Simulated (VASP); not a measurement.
# B in VASP: density of states with PBE

Aim: the density of states of B with PBE.

Program: VASP 6.6.1. These are calculated values, not measurements. Logs are shortened: lines on timing, memory, paths and dates and some standing lists are left out, and cuts for length are marked.

### 1 The cell of the first run

The cell holds a sheet with vacuum, 2 atoms: a = 1.755 Å, b = 1.755 Å, c = 33.579 Å, α = 90.00°, β = 90.00°, γ = 90.00°.

### 2 Density of states, PBE

POSCAR reads:

```
B
1.0
    1.7548895071      0.0000000000      0.0000000000
    0.0000000000      1.7548895071      0.0000000000
    0.0000000000      0.0000000000     33.5789736913
B
2
Direct
    0.5000000000      0.5000000000      0.2001061767
    0.5000000000      0.5000000000      0.3359435599
```

INCAR.step1 reads:

```
PREC = Accurate
ENCUT = 520
EDIFF = 1E-6
ISMEAR = 0
SIGMA = 0.1
LREAL = False
LASPH = True
NELM = 100
ALGO = Normal
ISIF = 2
LWAVE = False
LCHARG = True
LDIPOL = True
IDIPOL = 3
DIPOL = 0.5 0.5 0.268
GGA = PE
NBANDS = 10
```

KPOINTS.step1 reads:

```
Automatic mesh
0
Gamma
  30 30 1
```

INCAR.step2 reads:

```
PREC = Accurate
ENCUT = 520
EDIFF = 1E-6
ISMEAR = -5
SIGMA = 0.1
LREAL = False
LASPH = True
NELM = 100
ALGO = Normal
ISIF = 2
LWAVE = False
LCHARG = False
LDIPOL = True
IDIPOL = 3
DIPOL = 0.5 0.5 0.268
GGA = PE
LORBIT = 11
NEDOS = 1001
ICHARG = 11
```

KPOINTS.step2 reads:

```
Automatic mesh
0
Gamma
  45 45 1
```

Potentials or basis: VASP PAW PBE potentials, release 64 (B).

The run is started by

```bash
cat potpaw_PBE.64/B/POTCAR > POTCAR
cp INCAR.step1 INCAR
cp KPOINTS.step1 KPOINTS
mpirun -np 1 vasp_std > vasp.out
cp INCAR.step2 INCAR
cp KPOINTS.step2 KPOINTS
mpirun -np 1 vasp_std > vasp.out
```

OUTCAR:

```text
PREC = Accurate
   ENCUT = 520
   EDIFF = 1E-6
   ISMEAR = -5
   LREAL = False
   LASPH = True
   NELM = 100
   ISIF = 2
   GGA = PE
   LORBIT = 11
   ICHARG = 11

 ion  position               nearest neighbor table
   1  0.500  0.500  0.200-
   2  0.500  0.500  0.336-

  LATTYP: Found a simple tetragonal cell.
 ALAT       =     1.7548895071
 C/A-ratio  =    19.1345230315

  Lattice vectors:

 A1 = (   1.7548895071,   0.0000000000,   0.0000000000)
 A2 = (   0.0000000000,   1.7548895071,   0.0000000000)
 A3 = (   0.0000000000,   0.0000000000,  33.5789736913)

Analysis of symmetry for initial positions (statically):
=====================================================================
 Subroutine PRICEL returns:
 Original cell was already a primitive cell.

 Routine SETGRP: Setting up the symmetry group for a
 simple tetragonal supercell.

 Subroutine GETGRP returns: Found 16 space group operations
 (whereof  8 operations were pure point group operations)
 out of a pool of 16 trial point group operations.

The static configuration has the point symmetry C_4v.
 The point group associated with its full space group is D_4h.

Analysis of symmetry for dynamics (positions and initial velocities):
=====================================================================
 Subroutine PRICEL returns:
 Original cell was already a primitive cell.

 Routine SETGRP: Setting up the symmetry group for a
 simple tetragonal supercell.

 Subroutine GETGRP returns: Found 16 space group operations
 (whereof  8 operations were pure point group operations)
 out of a pool of 16 trial point group operations.

The dynamic configuration has the point symmetry C_4v.
 The point group associated with its full space group is D_4h.

 Subroutine INISYM returns: Found 16 space group operations
 (whereof  8 operations are pure point group operations),
 and found     1 'primitive' translations

----------------------------------------------------------------------------------------

                                     Primitive cell

  volume of cell :     103.4111

  direct lattice vectors                    reciprocal lattice vectors
     1.754889507  0.000000000  0.000000000     0.569836446  0.000000000  0.000000000
     0.000000000  1.754889507  0.000000000     0.000000000  0.569836446  0.000000000
     0.000000000  0.000000000 33.578973691     0.000000000  0.000000000  0.029780541

  length of vectors
     1.754889507  1.754889507 33.578973691     0.569836446  0.569836446  0.029780541

  position of ions in fractional coordinates (direct lattice)
     0.500000000  0.500000000  0.200106177
     0.500000000  0.500000000  0.335943560

  ion indices of the primitive-cell ions
   primitive index   ion index
                 1           1
                 2           2

----------------------------------------------------------------------------------------

 KPOINTS: Automatic mesh

Automatic generation of k-mesh.
 Grid dimensions read from file:
 generate k-points for:   45   45    1

 Generating k-lattice:

  Cartesian coordinates                     Fractional coordinates (reciprocal lattice)
     0.012663032  0.000000000  0.000000000     0.022222222  0.000000000  0.000000000
     0.000000000  0.012663032  0.000000000     0.000000000  0.022222222  0.000000000
     0.000000000  0.000000000  0.029780541     0.000000000  0.000000000  1.000000000

  Length of vectors
     0.012663032  0.012663032  0.029780541

  Shift w.r.t. Gamma in fractional coordinates (k-lattice)
     0.000000000  0.000000000  0.000000000

 TETIRR: Found   2991 inequivalent tetrahedra from    12150

 Subroutine IBZKPT returns following result:
 ===========================================

 Found    276 irreducible k-points:

 Following reciprocal coordinates:
            Coordinates               Weight
  0.000000  0.000000  0.000000      1.000000
  0.022222  0.000000  0.000000      4.000000
  0.044444  0.000000  0.000000      4.000000
  0.066667  0.000000  0.000000      4.000000
  0.088889  0.000000  0.000000      4.000000
  0.111111  0.000000  0.000000      4.000000
[... 16 lines left out ...]
  0.488889  0.000000  0.000000      4.000000
  0.022222  0.022222  0.000000      4.000000
 [... further k-points ...]
   k-points           NKPTS =    276   k-points in BZ     NKDIM =    276   number of bands    NBANDS=      7
   number of dos      NEDOS =   1001   number of ions     NIONS =      2
   total plane-waves  NPLWV =  49000
   dimension x,y,z NGX =    14 NGY =   14 NGZ =  250
   dimension x,y,z NGXF=    28 NGYF=   28 NGZF=  500
   ions per type =               2
   NGX,Y,Z   is equivalent  to a cutoff of  13.26, 13.26, 12.38 a.u.
   NGXF,Y,Z  is equivalent  to a cutoff of  26.53, 26.53, 24.75 a.u.
 SYSTEM =  unknown system
   PREC   = accura    normal or accurate (medium, high low for compatibility)
   ISTART =      0    job   : 0-new  1-cont  2-samecut
   ICHARG =     11    charge: 1-file 2-atom 10-const
   ISPIN  =      1    spin polarized calculation?
   LNONCOLLINEAR =      F non collinear calculations
   LSORBIT =      F    spin-orbit coupling
   LASPH  =      T    aspherical Exc in radial PAW
   ENCUT  =  520.0 eV  38.22 Ry    6.18 a.u.   3.26  3.26 62.43*2*pi/ulx,y,z
   NELM   =    100;   NELMIN=  2; NELMDL=  0     # of ELM steps
   EDIFF  = 0.1E-05   stopping-criterion for ELM
   LREAL  =      F    real-space projection
   EDIFFG = 0.1E-04   stopping-criterion for IOM
   NSW    =      0    number of steps for IOM
   IBRION =     -1    ionic relax: 0-MD 1-quasi-New 2-CG
   NFREE  =      0    steps in history (QN), initial steepest desc. (CG)
   ISIF   =      2    stress and relaxation
   ISYM   =      2    0-nonsym 1-usesym 2-fastsym
   POTIM  = 0.5000    time-step for ionic-motion
   TEBEG  =    0.0;   TEEND  =   0.0 temperature during run
   PSTRESS=    0.0 pullay stress
   NELECT =       6.0000    total number of electrons
   NUPDOWN=      -1.0000    fix difference up-down
   EMIN   =  10.00;   EMAX   =-10.00  energy-range for DOS
   EFERMI =   0.00;   METHOD = LEGACY
   ISMEAR =    -5;   SIGMA  =   0.10  broadening in eV -4-tet -1-fermi 0-gaus
   EFERMI_NEDOS =   21; number of points for ismear=-14 and -15
   IALGO  =     38    algorithm
   IMIX   =      4    mixing-type and parameters
     AMIX     =   0.40;   BMIX     =  1.00
     AMIX_MAG =   1.60;   BMIX_MAG =  1.00
  volume/ion in A,a.u.               =      51.71       348.93
  Fermi-wavevector in a.u.,A,eV,Ry     =   0.633777  1.197664  5.465091  0.401673
  Thomas-Fermi vector in A             =   1.697548
   LORBIT       =     11    0 simple, 1 ext, 2 COOP (PROOUT), +10 PAW based schemes
   GGA     = PE    functional components
   LHFCALC =     F    Hartree Fock is set to
   AEXX    =    0.0000 exact exchange contribution
   IVDW    =     0    specifies the selected vdW correction
   LEPSILON=     F    determine dielectric tensor
   LRPA    =     F    only Hartree local field effects (RPA)
 non-spin polarized calculation
 Fermi weights with tetrahedron method with Bloechl corrections
  energy-cutoff  :      520.00
  volume of cell :      103.41
 maximum number of plane-waves:      2873
 NGX is ok and might be reduce to    14

 number of electron       6.0000000 magnetization

 dipolmoment           0.000000      0.000000     -0.000027 electrons x Angstroem

 Free energy of the ion-electron system (eV)
  ---------------------------------------------------
  ext. energy  EPLUGINS =         0.00000000
  ---------------------------------------------------
  free energy    TOTEN  =       -10.12636528 eV

  energy without entropy =      -10.12636528  energy(sigma->0) =      -10.12636528

 E-fermi :  -3.2562     XC(G=0):  -2.4183

 val. band max:       -3.2707901969   @ k =   0.2444   0.2222   0.0000
 cond. band min:      -3.2573908126   @ k =   0.4444   0.2222   0.0000
 fundamental gap:      0.0133993843
 Fermi energy:        -3.2562029371

 k-point     1 :       0.0000    0.0000    0.0000
  band No.  band energies     occupation
      1     -16.8222      2.00000
      2     -16.7910      2.00000
      3      -8.2053      2.00000
      4      -7.8878      2.00000
      5       0.4520      0.00000
      6       1.0354      0.00000
      7       1.6580      0.00000

 k-point     2 :       0.0222    0.0000    0.0000
  band No.  band energies     occupation
      1     -16.8048      2.00000
      2     -16.7737      2.00000
      3      -8.1826      2.00000
      4      -7.8652      2.00000
      5       0.4745      0.00000
      6       1.0588      0.00000
      7       1.6820      0.00000

 k-point     3 :       0.0444    0.0000    0.0000
  band No.  band energies     occupation
      1     -16.7526      2.00000
      2     -16.7216      2.00000
      3      -8.1144      2.00000
      4      -7.7974      2.00000
      5       0.5418      0.00000
      6       1.1291      0.00000
      7       1.7540      0.00000

 k-point     4 :       0.0667    0.0000    0.0000
  band No.  band energies     occupation
      1     -16.6657      2.00000
      2     -16.6350      2.00000
      3      -8.0009      2.00000
      4      -7.6846      2.00000
      5       0.6538      0.00000
      6       1.2462      0.00000
      7       1.8739      0.00000

 k-point     5 :       0.0889    0.0000    0.0000
  band No.  band energies     occupation
      1     -16.5443      2.00000
      2     -16.5139      2.00000
      3      -7.8421      2.00000
      4      -7.5268      2.00000
      5       0.8098      0.00000
      6       1.4098      0.00000
      7       2.0417      0.00000

 k-point     6 :       0.1111    0.0000    0.0000
  band No.  band energies     occupation
      1     -16.3884      2.00000
      2     -16.3585      2.00000
      3      -7.6384      2.00000
      4      -7.3244      2.00000
      5       1.0091      0.00000
      6       1.6194      0.00000
      7       2.2572      0.00000

 k-point     7 :       0.1333    0.0000    0.0000
  band No.  band energies     occupation
      1     -16.1985      2.00000
      2     -16.1692      2.00000
      3      -7.3900      2.00000
      4      -7.0776      2.00000
      5       1.2499      0.00000
      6       1.8744      0.00000
      7       2.5204      0.00000
[... 121 lines left out ...]
 k-point    20 :       0.4222    0.0000    0.0000
  band No.  band energies     occupation
      1     -11.1519      2.00000
      2     -11.1390      2.00000
      3      -3.3658      1.44114
      4      -3.3310      1.35236
      5      -0.7287      0.00000
      6      -0.5179      0.00000
      7       8.5065      0.00000

 k-point    21 :       0.4444    0.0000    0.0000
  band No.  band energies     occupation
      1     -10.7326      2.00000
      2     -10.7218      2.00000
      3      -3.9759      2.00000
      4      -3.9417      2.00000
      5      -0.1676      0.00000
      6       0.0204      0.00000
      7       8.0399      0.00000

 k-point    22 :       0.4667    0.0000    0.0000
  band No.  band energies     occupation
      1     -10.4033      2.00000
      2     -10.3943      2.00000
      3      -4.4332      2.00000
      4      -4.3986      2.00000
      5       0.2756      0.00000
      6       0.4406      0.00000
      7       7.5764      0.00000

 k-point    23 :       0.4889    0.0000    0.0000
  band No.  band energies     occupation
      1     -10.2174      2.00000
      2     -10.2097      2.00000
      3      -4.6832      2.00000
      4      -4.6481      2.00000
      5       0.5269      0.00000
      6       0.6763      0.00000
      7       7.2989      0.00000

 k-point    24 :       0.0222    0.0222    0.0000
  band No.  band energies     occupation
      1     -16.7874      2.00000
      2     -16.7563      2.00000
      3      -8.1598      2.00000
      4      -7.8426      2.00000
      5       0.4969      0.00000
      6       1.0823      0.00000
      7       1.7060      0.00000

 [... further k-points ...]

------------------------ aborting loop because EDIFF is reached ----------------------------------------

 vacuum level on the upper side and lower side of the slab       (xc-potential included)        -0.015        -0.013

  FORCE on cell =-STRESS in cart. coord.  units (eV):
  Direction    XX          YY          ZZ          XY          YZ          ZX
  --------------------------------------------------------------------------------------
  -------------------------------------------------------------------------------------
  Total       -0.1257714     -0.1257714     -0.1235606      0.0000000      0.0000000     -0.0000000
  in kB       -1.9486125     -1.9486125     -1.9143601      0.0000000      0.0000000     -0.0000000
  external PRESSURE =      -1.9371950 kB  Pullay stress =       0.0000000 kB

 VOLUME and BASIS-vectors are now :
 -----------------------------------------------------------------------------
  energy-cutoff  :      520.00
  volume of cell :      103.41
      direct lattice vectors                 reciprocal lattice vectors
     1.754889507  0.000000000  0.000000000     0.569836446  0.000000000  0.000000000
     0.000000000  1.754889507  0.000000000     0.000000000  0.569836446  0.000000000
     0.000000000  0.000000000 33.578973691     0.000000000  0.000000000  0.029780541

 POSITION                                       TOTAL-FORCE (eV/Angst)
 -----------------------------------------------------------------------------------
      0.87744      0.87744      6.71936        -0.000000      0.000000      0.002327
      0.87744      0.87744     11.28064         0.000000      0.000000     -0.002327
 -----------------------------------------------------------------------------------
    total drift:                                0.000000      0.000000     -0.001779

  FREE ENERGIE OF THE ION-ELECTRON SYSTEM (eV)
  ---------------------------------------------------
  free  energy   TOTEN  =       -10.1263652841 eV

  energy  without entropy=      -10.1263652841  energy(sigma->0) =      -10.12636528

 vacuum level on the upper side and lower side of the slab         1.650         1.651

 total charge

# of ion       s       p       d       tot
------------------------------------------
    1        0.749   1.082   0.000   1.830
    2        0.749   1.082   0.000   1.830
--------------------------------------------------
tot          1.498   2.163   0.000   3.661
```

Run time: 3.4 min. Hardware: 1 thread of Intel Xeon Platinum 8488C (Sapphire Rapids), shared host; peak memory 0.33 GiB.

Results:

```
Valence electrons inside the program's atomic spheres : B 1.83
```

Caveat: tetrahedron occupations give inexact forces and stress in metals.
